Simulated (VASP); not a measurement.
# NaH (Fm-3m) in VASP: further runs

NaH is run at these levels: PBEsol; tasks: single point, relaxation of cell and atoms.

All numbers are computed with VASP 6.6.1; they aren't measurements. Logs are shortened: lines on timing, memory, paths and dates and some standing lists are left out, and cuts for length are marked.

### 1 The cell of the first run

It takes space group Fm-3m (No. 225, cubic). Conventional cell: a = 4.791 Å, b = 4.791 Å, c = 4.791 Å, α = 90.00°, β = 90.00°, γ = 90.00°. Within 3.2 Å of Na (site symmetry m-3m) lie 6 H at 2.40 Å. H (site symmetry m-3m) has 6 Na at 2.40 Å within 3.2 Å.

### 2 Single point, PBEsol

File INCAR:

```
PREC = Accurate
ENCUT = 520
EDIFF = 1E-6
ISMEAR = -1
SIGMA = 0.05
LREAL = False
LASPH = True
NELM = 80
ALGO = Normal
ISIF = 2
LWAVE = False
LCHARG = True
GGA = PS
LELF = True
LVHAR = True
NBANDS = 11
```

File KPOINTS:

```
regular mesh
0
Gamma
  12 12 12
```

File POSCAR:

```
NaH
1.0
    0.0000000000      2.3956768562      2.3956768562
    2.3956768562      0.0000000000      2.3956768562
    2.3956768562      2.3956768562      0.0000000000
Na H
1 1
Direct
    0.0000000000      0.0000000000      0.0000000000
    0.5000000000      0.5000000000      0.5000000000
```

Potentials or basis: VASP PAW PBE potentials, release 64 (Na_pv, H).

Command:

```
cat potpaw_PBE.64/Na_pv/POTCAR potpaw_PBE.64/H/POTCAR > POTCAR
mpirun -np 1 vasp_std > vasp.out
```

OUTCAR:

```text
PREC = Accurate
   ENCUT = 520
   EDIFF = 1E-6
   ISMEAR = -1
   LREAL = False
   LASPH = True
   NELM = 80
   ISIF = 2
   GGA = PS

 ion  position               nearest neighbor table
   1  0.000  0.000  0.000-
   2  0.500  0.500  0.500-

  LATTYP: Found a face centered cubic cell.
 ALAT       =     4.7913537124

  Lattice vectors:

 A1 = (   0.0000000000,   2.3956768562,   2.3956768562)
 A2 = (   2.3956768562,   0.0000000000,   2.3956768562)
 A3 = (   2.3956768562,   2.3956768562,   0.0000000000)

Analysis of symmetry for initial positions (statically):
=====================================================================
 Subroutine PRICEL returns:
 Original cell was already a primitive cell.

 Routine SETGRP: Setting up the symmetry group for a
 face centered cubic supercell.

 Subroutine GETGRP returns: Found 48 space group operations
 (whereof 48 operations were pure point group operations)
 out of a pool of 48 trial point group operations.

The static configuration has the point symmetry O_h .

Analysis of symmetry for dynamics (positions and initial velocities):
=====================================================================
 Subroutine PRICEL returns:
 Original cell was already a primitive cell.

 Routine SETGRP: Setting up the symmetry group for a
 face centered cubic supercell.

 Subroutine GETGRP returns: Found 48 space group operations
 (whereof 48 operations were pure point group operations)
 out of a pool of 48 trial point group operations.

The dynamic configuration has the point symmetry O_h .

 Subroutine INISYM returns: Found 48 space group operations
 (whereof 48 operations are pure point group operations),
 and found     1 'primitive' translations

----------------------------------------------------------------------------------------

                                     Primitive cell

  volume of cell :      27.4989

  direct lattice vectors                    reciprocal lattice vectors
     0.000000000  2.395676856  2.395676856    -0.208709283  0.208709283  0.208709283
     2.395676856  0.000000000  2.395676856     0.208709283 -0.208709283  0.208709283
     2.395676856  2.395676856  0.000000000     0.208709283  0.208709283 -0.208709283

  length of vectors
     3.387998701  3.387998701  3.387998701     0.361495083  0.361495083  0.361495083

  position of ions in fractional coordinates (direct lattice)
     0.000000000  0.000000000  0.000000000
     0.500000000  0.500000000  0.500000000

  ion indices of the primitive-cell ions
   primitive index   ion index
                 1           1
                 2           2

----------------------------------------------------------------------------------------

 KPOINTS: regular mesh

Automatic generation of k-mesh.
 Grid dimensions read from file:
 generate k-points for:   12   12   12

 Generating k-lattice:

  Cartesian coordinates                     Fractional coordinates (reciprocal lattice)
    -0.017392440  0.017392440  0.017392440     0.083333333  0.000000000  0.000000000
     0.017392440 -0.017392440  0.017392440     0.000000000  0.083333333  0.000000000
     0.017392440  0.017392440 -0.017392440     0.000000000  0.000000000  0.083333333

  Length of vectors
     0.030124590  0.030124590  0.030124590

  Shift w.r.t. Gamma in fractional coordinates (k-lattice)
     0.000000000  0.000000000  0.000000000

 Subroutine IBZKPT returns following result:
 ===========================================

 Found     72 irreducible k-points:

 Following reciprocal coordinates:
            Coordinates               Weight
  0.000000  0.000000  0.000000      1.000000
  0.083333  0.000000  0.000000      8.000000
  0.166667  0.000000  0.000000      8.000000
  0.250000  0.000000  0.000000      8.000000
  0.333333  0.000000  0.000000      8.000000
  0.416667  0.000000  0.000000      8.000000
[... 16 lines left out ...]
  0.500000  0.166667  0.000000     24.000000
 -0.416667  0.166667  0.000000     24.000000
 [... further k-points ...]
   k-points           NKPTS =     72   k-points in BZ     NKDIM =     72   number of bands    NBANDS=     11
   number of dos      NEDOS =    301   number of ions     NIONS =      2
   total plane-waves  NPLWV =  21952
   dimension x,y,z NGX =    28 NGY =   28 NGZ =   28
   dimension x,y,z NGXF=    56 NGYF=   56 NGZF=   56
   ions per type =               1   1
   NGX,Y,Z   is equivalent  to a cutoff of  13.74, 13.74, 13.74 a.u.
   NGXF,Y,Z  is equivalent  to a cutoff of  27.48, 27.48, 27.48 a.u.
 SYSTEM =  unknown system
   PREC   = accura    normal or accurate (medium, high low for compatibility)
   ISTART =      0    job   : 0-new  1-cont  2-samecut
   ICHARG =      2    charge: 1-file 2-atom 10-const
   ISPIN  =      1    spin polarized calculation?
   LNONCOLLINEAR =      F non collinear calculations
   LSORBIT =      F    spin-orbit coupling
   LASPH  =      T    aspherical Exc in radial PAW
   ENCUT  =  520.0 eV  38.22 Ry    6.18 a.u.   6.30  6.30  6.30*2*pi/ulx,y,z
   NELM   =     80;   NELMIN=  2; NELMDL= -5     # of ELM steps
   EDIFF  = 0.1E-05   stopping-criterion for ELM
   LREAL  =      F    real-space projection
   EDIFFG = 0.1E-04   stopping-criterion for IOM
   NSW    =      0    number of steps for IOM
   IBRION =     -1    ionic relax: 0-MD 1-quasi-New 2-CG
   NFREE  =      0    steps in history (QN), initial steepest desc. (CG)
   ISIF   =      2    stress and relaxation
   ISYM   =      2    0-nonsym 1-usesym 2-fastsym
   POTIM  = 0.5000    time-step for ionic-motion
   TEBEG  =    0.0;   TEEND  =   0.0 temperature during run
   PSTRESS=    0.0 pullay stress
   NELECT =       8.0000    total number of electrons
   NUPDOWN=      -1.0000    fix difference up-down
   EMIN   =  10.00;   EMAX   =-10.00  energy-range for DOS
   EFERMI =   0.00;   METHOD = LEGACY
   ISMEAR =    -1;   SIGMA  =   0.05  broadening in eV -4-tet -1-fermi 0-gaus
   EFERMI_NEDOS =   21; number of points for ismear=-14 and -15
   IALGO  =     38    algorithm
   IMIX   =      4    mixing-type and parameters
     AMIX     =   0.40;   BMIX     =  1.00
     AMIX_MAG =   1.60;   BMIX_MAG =  1.00
  volume/ion in A,a.u.               =      13.75        92.79
  Fermi-wavevector in a.u.,A,eV,Ry     =   1.084759  2.049897 16.010004  1.176702
  Thomas-Fermi vector in A             =   2.220857
   LORBIT       =      0    0 simple, 1 ext, 2 COOP (PROOUT), +10 PAW based schemes
   GGA     = PS    functional components
   LHFCALC =     F    Hartree Fock is set to
   AEXX    =    0.0000 exact exchange contribution
   IVDW    =     0    specifies the selected vdW correction
   LEPSILON=     F    determine dielectric tensor
   LRPA    =     F    only Hartree local field effects (RPA)
 non-spin polarized calculation
  energy-cutoff  :      520.00
  volume of cell :       27.50
 maximum number of plane-waves:       754
 NGX is ok and might be reduce to    28
   NGX = 13   NGY = 13   NGZ = 13

 number of electron       7.9999992 magnetization

 Free energy of the ion-electron system (eV)
  ---------------------------------------------------
  ext. energy  EPLUGINS =         0.00000000
  ---------------------------------------------------
  free energy    TOTEN  =        -5.08590979 eV

  energy without entropy =       -5.08590979  energy(sigma->0) =       -5.08590979

 E-fermi :   0.0062     XC(G=0):  -7.9780

 val. band max:       -1.0112504634   @ k =  -0.2500   0.5000   0.2500
 cond. band min:       2.5931163158   @ k =   0.5000   0.0000   0.0000
 fundamental gap:      3.6043667792
 Fermi energy:         0.0061927324

 k-point     1 :       0.0000    0.0000    0.0000
  band No.  band energies     occupation
      1     -22.9668      2.00000
      2     -22.9668      2.00000
      3     -22.9668      2.00000
      4      -4.8092      2.00000
      5       9.6300      0.00000
      6      14.5762      0.00000
      7      14.5762      0.00000
      8      14.5762      0.00000
      9      15.5879      0.00000
     10      15.5879      0.00000
     11      15.5879      0.00000

 k-point     2 :       0.0833    0.0000    0.0000
  band No.  band energies     occupation
      1     -22.9740      2.00000
      2     -22.9677      2.00000
      3     -22.9677      2.00000
      4      -4.6852      2.00000
      5       9.2123      0.00000
      6      12.7985      0.00000
      7      14.1190      0.00000
      8      14.1190      0.00000
      9      16.1431      0.00000
     10      16.1431      0.00000
     11      16.2643      0.00000

 k-point     3 :       0.1667    0.0000    0.0000
  band No.  band energies     occupation
      1     -22.9936      2.00000
      2     -22.9700      2.00000
      3     -22.9700      2.00000
      4      -4.3205      2.00000
      5       7.9575      0.00000
      6      11.3180      0.00000
      7      13.5048      0.00000
      8      13.5048      0.00000
      9      16.7551      0.00000
     10      16.7551      0.00000
     11      17.0716      0.00000

 k-point     4 :       0.2500    0.0000    0.0000
  band No.  band energies     occupation
      1     -23.0200      2.00000
      2     -22.9731      2.00000
      3     -22.9731      2.00000
      4      -3.7419      2.00000
      5       6.2184      0.00000
      6      10.5250      0.00000
      7      13.0092      0.00000
      8      13.0092      0.00000
      9      16.4966      0.00000
     10      16.4966      0.00000
     11      17.8923      0.00000
[... 239 lines left out ...]
 k-point    22 :       0.4167    0.1667    0.0000
  band No.  band energies     occupation
      1     -23.0492      2.00000
      2     -22.9889      2.00000
      3     -22.9852      2.00000
      4      -2.4295      2.00000
      5       4.2879      0.00000
      6       8.1120      0.00000
      7      11.0990      0.00000
      8      12.7186      0.00000
      9      15.6370      0.00000
     10      18.2337      0.00000
     11      18.2837      0.00000

 k-point    23 :       0.5000    0.1667    0.0000
  band No.  band energies     occupation
      1     -23.0604      2.00000
      2     -22.9942      2.00000
      3     -22.9851      2.00000
      4      -1.8272      2.00000
      5       3.2896      0.00000
      6       7.6557      0.00000
      7      11.2197      0.00000
      8      12.4985      0.00000
      9      15.9163      0.00000
     10      17.5937      0.00000
     11      19.7233      0.00000

 k-point    24 :      -0.4167    0.1667    0.0000
  band No.  band energies     occupation
      1     -23.0614      2.00000
      2     -22.9975      2.00000
      3     -22.9830      2.00000
      4      -1.7173      2.00000
      5       3.1352      0.00000
      6       7.4066      0.00000
      7      11.5539      0.00000
      8      12.5104      0.00000
      9      16.0683      0.00000
     10      17.1357      0.00000
     11      20.8507      0.00000

 [... further k-points ...]

------------------------ aborting loop because EDIFF is reached ----------------------------------------

  FORCE on cell =-STRESS in cart. coord.  units (eV):
  Direction    XX          YY          ZZ          XY          YZ          ZX
  --------------------------------------------------------------------------------------
  -------------------------------------------------------------------------------------
  Total       -0.0028458     -0.0028458     -0.0028458      0.0000000      0.0000000     -0.0000000
  in kB       -0.1658039     -0.1658039     -0.1658039      0.0000000      0.0000000     -0.0000000
  external PRESSURE =      -0.1658039 kB  Pullay stress =       0.0000000 kB

 VOLUME and BASIS-vectors are now :
 -----------------------------------------------------------------------------
  energy-cutoff  :      520.00
  volume of cell :       27.50
      direct lattice vectors                 reciprocal lattice vectors
     0.000000000  2.395676856  2.395676856    -0.208709283  0.208709283  0.208709283
     2.395676856  0.000000000  2.395676856     0.208709283 -0.208709283  0.208709283
     2.395676856  2.395676856  0.000000000     0.208709283  0.208709283 -0.208709283

 POSITION                                       TOTAL-FORCE (eV/Angst)
 -----------------------------------------------------------------------------------
      0.00000      0.00000      0.00000         0.000000      0.000000      0.000000
      2.39568      2.39568      2.39568        -0.000000     -0.000000     -0.000000
 -----------------------------------------------------------------------------------
    total drift:                               -0.000000     -0.000000     -0.000000

  FREE ENERGIE OF THE ION-ELECTRON SYSTEM (eV)
  ---------------------------------------------------
  free  energy   TOTEN  =        -5.0859097858 eV

  energy  without entropy=       -5.0859097858  energy(sigma->0) =       -5.08590979
```

Run time: 28 s. Hardware: 1 thread of Intel Xeon 8259CL, shared host; peak memory 0.16 GiB.

Results:

- Free energy: -5.0859 eV
- Pressure: 0.0 GPa
- Band gap on the k mesh: 3.60 eV (least direct gap 4.51 eV)

Caveat: the PAW data sets were made with another functional, which shifts forces and pressure a little. A k mesh can miss the band edges.

### 3 Relaxation of cell and atoms, PBEsol

This run uses another cell than the first one, of 14.53 Å³/atom.

File INCAR:

```
SYSTEM = NaH
PREC = Accurate
ENCUT = 600
EDIFF = 1E-6
ISMEAR = -1
SIGMA = 0.05
LREAL = .FALSE.
LASPH = .TRUE.
NELM = 80
ALGO = Normal
ISIF = 3
LWAVE = .FALSE.
LCHARG = .FALSE.
GGA = PS
IBRION = 2
NSW = 100
EDIFFG = -0.002
```

File KPOINTS:

```
regular mesh
0
G
  12 12 12
  0 0 0
```

File POSCAR:

```
NaH
1.0
    0.0000000000      2.4400000000      2.4400000000
    2.4400000000      0.0000000000      2.4400000000
    2.4400000000      2.4400000000      0.0000000000
Na H
1 1
Direct
    0.0000000000      0.0000000000      0.0000000000
    0.5000000000      0.5000000000      0.5000000000
```

Potentials or basis: VASP PAW PBE potentials, release 64 (Na_pv, H).

Command:

```
cat potpaw_PBE.64/Na_pv/POTCAR potpaw_PBE.64/H/POTCAR > POTCAR
mpirun -np 1 vasp_std > vasp.out
```

It took 47 s on 1 thread of Intel Xeon 8259CL, shared host; peak memory 0.16 GiB.

It converged, with:

- Free energy: -5.0866 eV
- Relaxed volume: 13.76 Å³/atom
- Relaxed cell: a = 3.389 Å, b = 3.389 Å, c = 3.389 Å, α = 60.00°, β = 60.00°, γ = 60.00°
- Space group after relaxing (to 0.1 Å): Fm-3m (No. 225)
- Energy gained by relaxing: 2.9 meV/atom
- Ionic steps: 4
- Pressure after relaxing: 0.0 GPa
- Band gap on the k mesh: 3.60 eV (least direct gap 4.51 eV)

The path:
```
step  energy change (eV)  largest force (eV/Å)  pressure (GPa)  volume (Å³)
   1              0.0000                0.0000           -1.19        29.05
   2             -0.0029                0.0000           -0.84        28.60
   3             -0.0056                0.0000           -0.24        27.82
   4             -0.0058                0.0000            0.02        27.52
```

Final structure:
```cif
data_structure
_symmetry_space_group_name_H-M 'P 1'
_symmetry_Int_Tables_number 1
_cell_length_a 3.3889
_cell_length_b 3.3889
_cell_length_c 3.3889
_cell_angle_alpha 60.000
_cell_angle_beta 60.000
_cell_angle_gamma 60.000
_cell_volume 27.52
loop_
_atom_site_label
_atom_site_type_symbol
_atom_site_fract_x
_atom_site_fract_y
_atom_site_fract_z
_atom_site_occupancy
Na1 Na 0.00000 0.00000 0.00000 1
H1 H 0.50000 0.50000 0.50000 1
```

Levels at points of the mesh, in eV from the valence-band top:
```csv
k point,band 1,band 2,band 3,band 4,band 5,band 6,band 7,band 8
"(0.00, 0.00, 0.00)",-21.96,-21.96,-21.96,-3.80,10.63,15.58,15.58,15.58
"(0.50, 0.00, 0.00)",-22.06,-21.97,-21.97,-0.91,3.60,10.80,13.38,13.38
"(0.50, 0.50, 0.00)",-22.05,-21.99,-21.99,-0.19,4.46,9.86,10.65,10.65
```

Caveat: the PAW data sets were made with another functional, which shifts forces and pressure a little. A k mesh can miss the band edges.
